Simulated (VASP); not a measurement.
# Cs (Pm-3m) in VASP: notebook

The runs below take Cs through single point, relaxation of cell and atoms, with PBEsol.

Everything below comes from runs of VASP 6.6.1. Logs are shortened: lines on timing, memory, paths and dates and some standing lists are left out, and cuts for length are marked.

### Step 1. The cell of the first run

It takes space group Pm-3m (No. 221, cubic). The conventional cell has a = 4.923 Å, b = 4.923 Å, c = 4.923 Å, α = 90.00°, β = 90.00°, γ = 90.00°.

This isn't the form of Cs at room conditions, which is bcc.

### Step 2. Single point, PBEsol

INCAR

```
PREC = Accurate
ENCUT = 520
EDIFF = 1E-6
ISMEAR = -1
SIGMA = 0.1
LREAL = F
LASPH = T
NELM = 60
ALGO = Normal
ISIF = 2
LWAVE = F
LCHARG = F
GGA = PS
NBANDS = 10
```

KPOINTS

```
Automatic mesh
0
Gamma
  11 11 11
```

POSCAR

```
Cs
1.0
    4.9225963477      0.0000000000      0.0000000000
    0.0000000000      4.9225963477      0.0000000000
    0.0000000000      0.0000000000      4.9225963477
Cs
1
Direct
    0.0000000000      0.0000000000      0.0000000000
```

Potentials or basis: VASP PAW PBE potentials, release 64 (Cs_sv).

On the command line:

```bash
cat potpaw_PBE.64/Cs_sv/POTCAR > POTCAR
mpirun -np 1 vasp_std > vasp.out
```

OUTCAR:

```text
PREC = Accurate
   ENCUT = 520
   EDIFF = 1E-6
   ISMEAR = -1
   LREAL = F
   LASPH = T
   NELM = 60
   ISIF = 2
   GGA = PS

 ion  position               nearest neighbor table
   1  0.000  0.000  0.000-

  LATTYP: Found a simple cubic cell.
 ALAT       =     4.9225963477

  Lattice vectors:

 A1 = (   4.9225963477,   0.0000000000,   0.0000000000)
 A2 = (   0.0000000000,   4.9225963477,   0.0000000000)
 A3 = (   0.0000000000,   0.0000000000,   4.9225963477)

Analysis of symmetry for initial positions (statically):
=====================================================================
 Subroutine PRICEL returns:
 Original cell was already a primitive cell.

 Routine SETGRP: Setting up the symmetry group for a
 simple cubic supercell.

 Subroutine GETGRP returns: Found 48 space group operations
 (whereof 48 operations were pure point group operations)
 out of a pool of 48 trial point group operations.

The static configuration has the point symmetry O_h .

Analysis of symmetry for dynamics (positions and initial velocities):
=====================================================================
 Subroutine PRICEL returns:
 Original cell was already a primitive cell.

 Routine SETGRP: Setting up the symmetry group for a
 simple cubic supercell.

 Subroutine GETGRP returns: Found 48 space group operations
 (whereof 48 operations were pure point group operations)
 out of a pool of 48 trial point group operations.

The dynamic configuration has the point symmetry O_h .

 Subroutine INISYM returns: Found 48 space group operations
 (whereof 48 operations are pure point group operations),
 and found     1 'primitive' translations

----------------------------------------------------------------------------------------

                                     Primitive cell

  volume of cell :     119.2841

  direct lattice vectors                    reciprocal lattice vectors
     4.922596348  0.000000000  0.000000000     0.203144830  0.000000000  0.000000000
     0.000000000  4.922596348  0.000000000     0.000000000  0.203144830  0.000000000
     0.000000000  0.000000000  4.922596348     0.000000000  0.000000000  0.203144830

  length of vectors
     4.922596348  4.922596348  4.922596348     0.203144830  0.203144830  0.203144830

  position of ions in fractional coordinates (direct lattice)
     0.000000000  0.000000000  0.000000000

  ion indices of the primitive-cell ions
   primitive index   ion index
                 1           1

----------------------------------------------------------------------------------------

 KPOINTS: Automatic mesh

Automatic generation of k-mesh.
 Grid dimensions read from file:
 generate k-points for:   11   11   11

 Generating k-lattice:

  Cartesian coordinates                     Fractional coordinates (reciprocal lattice)
     0.018467712  0.000000000  0.000000000     0.090909091  0.000000000  0.000000000
     0.000000000  0.018467712  0.000000000     0.000000000  0.090909091  0.000000000
     0.000000000  0.000000000  0.018467712     0.000000000  0.000000000  0.090909091

  Length of vectors
     0.018467712  0.018467712  0.018467712

  Shift w.r.t. Gamma in fractional coordinates (k-lattice)
     0.000000000  0.000000000  0.000000000

 Subroutine IBZKPT returns following result:
 ===========================================

 Found     56 irreducible k-points:

 Following reciprocal coordinates:
            Coordinates               Weight
  0.000000  0.000000  0.000000      1.000000
  0.090909  0.000000  0.000000      6.000000
  0.181818  0.000000  0.000000      6.000000
  0.272727  0.000000  0.000000      6.000000
  0.363636  0.000000  0.000000      6.000000
  0.454545  0.000000  0.000000      6.000000
[... 16 lines left out ...]
  0.181818  0.090909  0.090909     24.000000
  0.272727  0.090909  0.090909     24.000000
 [... further k-points ...]
   k-points           NKPTS =     56   k-points in BZ     NKDIM =     56   number of bands    NBANDS=     10
   number of dos      NEDOS =    301   number of ions     NIONS =      1
   total plane-waves  NPLWV =  64000
   dimension x,y,z NGX =    40 NGY =   40 NGZ =   40
   dimension x,y,z NGXF=    80 NGYF=   80 NGZF=   80
   ions per type =               1
   NGX,Y,Z   is equivalent  to a cutoff of  13.51, 13.51, 13.51 a.u.
   NGXF,Y,Z  is equivalent  to a cutoff of  27.02, 27.02, 27.02 a.u.
 SYSTEM =  unknown system
   PREC   = accura    normal or accurate (medium, high low for compatibility)
   ISTART =      0    job   : 0-new  1-cont  2-samecut
   ICHARG =      2    charge: 1-file 2-atom 10-const
   ISPIN  =      1    spin polarized calculation?
   LNONCOLLINEAR =      F non collinear calculations
   LSORBIT =      F    spin-orbit coupling
   LASPH  =      T    aspherical Exc in radial PAW
   ENCUT  =  520.0 eV  38.22 Ry    6.18 a.u.   9.15  9.15  9.15*2*pi/ulx,y,z
   NELM   =     60;   NELMIN=  2; NELMDL= -5     # of ELM steps
   EDIFF  = 0.1E-05   stopping-criterion for ELM
   LREAL  =      F    real-space projection
   EDIFFG = 0.1E-04   stopping-criterion for IOM
   NSW    =      0    number of steps for IOM
   IBRION =     -1    ionic relax: 0-MD 1-quasi-New 2-CG
   NFREE  =      0    steps in history (QN), initial steepest desc. (CG)
   ISIF   =      2    stress and relaxation
   ISYM   =      2    0-nonsym 1-usesym 2-fastsym
   POTIM  = 0.5000    time-step for ionic-motion
   TEBEG  =    0.0;   TEEND  =   0.0 temperature during run
   PSTRESS=    0.0 pullay stress
   NELECT =       9.0000    total number of electrons
   NUPDOWN=      -1.0000    fix difference up-down
   EMIN   =  10.00;   EMAX   =-10.00  energy-range for DOS
   EFERMI =   0.00;   METHOD = LEGACY
   ISMEAR =    -1;   SIGMA  =   0.10  broadening in eV -4-tet -1-fermi 0-gaus
   EFERMI_NEDOS =   21; number of points for ismear=-14 and -15
   IALGO  =     38    algorithm
   IMIX   =      4    mixing-type and parameters
     AMIX     =   0.40;   BMIX     =  1.00
     AMIX_MAG =   1.60;   BMIX_MAG =  1.00
  volume/ion in A,a.u.               =     119.28       804.97
  Fermi-wavevector in a.u.,A,eV,Ry     =   0.691770  1.307255  6.511002  0.478545
  Thomas-Fermi vector in A             =   1.773514
   LORBIT       =      0    0 simple, 1 ext, 2 COOP (PROOUT), +10 PAW based schemes
   GGA     = PS    functional components
   LHFCALC =     F    Hartree Fock is set to
   AEXX    =    0.0000 exact exchange contribution
   IVDW    =     0    specifies the selected vdW correction
   LEPSILON=     F    determine dielectric tensor
   LRPA    =     F    only Hartree local field effects (RPA)
 non-spin polarized calculation
  energy-cutoff  :      520.00
  volume of cell :      119.28
 maximum number of plane-waves:      3228
 NGX is ok and might be reduce to    40
   NGX = 19   NGY = 19   NGZ = 19

 number of electron       8.9999998 magnetization

 Free energy of the ion-electron system (eV)
  ---------------------------------------------------
  ext. energy  EPLUGINS =         0.00000000
  ---------------------------------------------------
  free energy    TOTEN  =        -0.86347644 eV

  energy without entropy =       -0.82425446  energy(sigma->0) =       -0.84386545

 E-fermi :   0.3145     XC(G=0):  -5.3742

 val. band max:        0.2954389985   @ k =   0.4545   0.1818   0.0000
 cond. band min:       0.3467201522   @ k =   0.3636   0.2727   0.1818
 fundamental gap:      0.0512811537
 Fermi energy:         0.3145491580

 k-point     1 :       0.0000    0.0000    0.0000
  band No.  band energies     occupation
      1     -23.7069      2.00000
      2     -10.4042      2.00000
      3     -10.4042      2.00000
      4     -10.4042      2.00000
      5      -1.3360      2.00000
      6       1.6431      0.00000
      7       1.6431      0.00000
      8       4.7095      0.00000
      9       4.7095      0.00000
     10       4.7095      0.00000

 k-point     2 :       0.0909    0.0000    0.0000
  band No.  band energies     occupation
      1     -23.7063      2.00000
      2     -10.4202      2.00000
      3     -10.4029      2.00000
      4     -10.4029      2.00000
      5      -1.2657      2.00000
      6       1.6690      0.00000
      7       1.6714      0.00000
      8       4.4223      0.00000
      9       4.4223      0.00000
     10       4.7225      0.00000

 k-point     3 :       0.1818    0.0000    0.0000
  band No.  band energies     occupation
      1     -23.7045      2.00000
      2     -10.4624      2.00000
      3     -10.3992      2.00000
      4     -10.3992      2.00000
      5      -1.0635      2.00000
      6       1.6922      0.00000
      7       1.7512      0.00000
      8       3.9951      0.00000
      9       3.9951      0.00000
     10       4.5929      0.00000

 k-point     4 :       0.2727    0.0000    0.0000
  band No.  band energies     occupation
      1     -23.7022      2.00000
      2     -10.5167      2.00000
      3     -10.3945      2.00000
      4     -10.3945      2.00000
      5      -0.7522      1.99995
      6       1.5693      0.00001
      7       1.8666      0.00000
      8       3.6318      0.00000
      9       3.6318      0.00000
     10       4.4681      0.00000
[... 222 lines left out ...]
 k-point    22 :       0.0909    0.0909    0.0909
  band No.  band energies     occupation
      1     -23.7050      2.00000
      2     -10.4190      2.00000
      3     -10.4165      2.00000
      4     -10.4165      2.00000
      5      -1.1262      2.00000
      6       1.7294      0.00000
      7       1.7294      0.00000
      8       3.9112      0.00000
      9       4.2913      0.00000
     10       4.2913      0.00000

 k-point    23 :       0.1818    0.0909    0.0909
  band No.  band energies     occupation
      1     -23.7032      2.00000
      2     -10.4594      2.00000
      3     -10.4143      2.00000
      4     -10.4128      2.00000
      5      -0.9262      1.99999
      6       1.7685      0.00000
      7       1.8092      0.00000
      8       3.5445      0.00000
      9       3.8380      0.00000
     10       4.3223      0.00000

 k-point    24 :       0.2727    0.0909    0.0909
  band No.  band energies     occupation
      1     -23.7009      2.00000
      2     -10.5132      2.00000
      3     -10.4094      2.00000
      4     -10.4079      2.00000
      5      -0.6184      1.99982
      6       1.6407      0.00000
      7       1.9284      0.00000
      8       3.3519      0.00000
      9       3.4384      0.00000
     10       4.3920      0.00000

 [... further k-points ...]
[... 5 lines left out ...]
  --------------------------------------------------------------------------------------
  -------------------------------------------------------------------------------------
  Total       -0.0109416     -0.0109416     -0.0109416      0.0000000      0.0000000     -0.0000000
  in kB       -0.1469634     -0.1469634     -0.1469634      0.0000000      0.0000000     -0.0000000
  external PRESSURE =      -0.1469634 kB  Pullay stress =       0.0000000 kB

 VOLUME and BASIS-vectors are now :
 -----------------------------------------------------------------------------
  energy-cutoff  :      520.00
  volume of cell :      119.28
      direct lattice vectors                 reciprocal lattice vectors
     4.922596348  0.000000000  0.000000000     0.203144830  0.000000000  0.000000000
     0.000000000  4.922596348  0.000000000     0.000000000  0.203144830  0.000000000
     0.000000000  0.000000000  4.922596348     0.000000000  0.000000000  0.203144830

 POSITION                                       TOTAL-FORCE (eV/Angst)
 -----------------------------------------------------------------------------------
      0.00000      0.00000      0.00000         0.000000      0.000000      0.000000
 -----------------------------------------------------------------------------------
    total drift:                               -0.000000     -0.000000     -0.000000

  FREE ENERGIE OF THE ION-ELECTRON SYSTEM (eV)
  ---------------------------------------------------
  free  energy   TOTEN  =        -0.8634764446 eV

  energy  without entropy=       -0.8242544584  energy(sigma->0) =       -0.84386545
```

It took 21 s on 1 thread of Intel Xeon 6975P-C (Granite Rapids), shared host; peak memory 0.25 GiB.

Results:

| Property | Result |
| --- | --- |
| Free energy | -0.8635 eV |
| Pressure | 0.0 GPa |
| Band gap on the k mesh | zero (an odd number of electrons rules out a gap without spin polarisation) |

Levels at points of the mesh, in eV from the Fermi level:
```
           k point  band 2  band 3  band 4  band 5  band 6  band 7  band 8  band 9
(0.00, 0.00, 0.00)  -10.72  -10.72  -10.72   -1.65    1.33    1.33    4.39    4.39
```

Caveat: the PAW data sets were made with another functional, which shifts forces and pressure a little; spin-orbit coupling is left out, which moves the levels of the heavy elements.

[end of part 1 of 2]
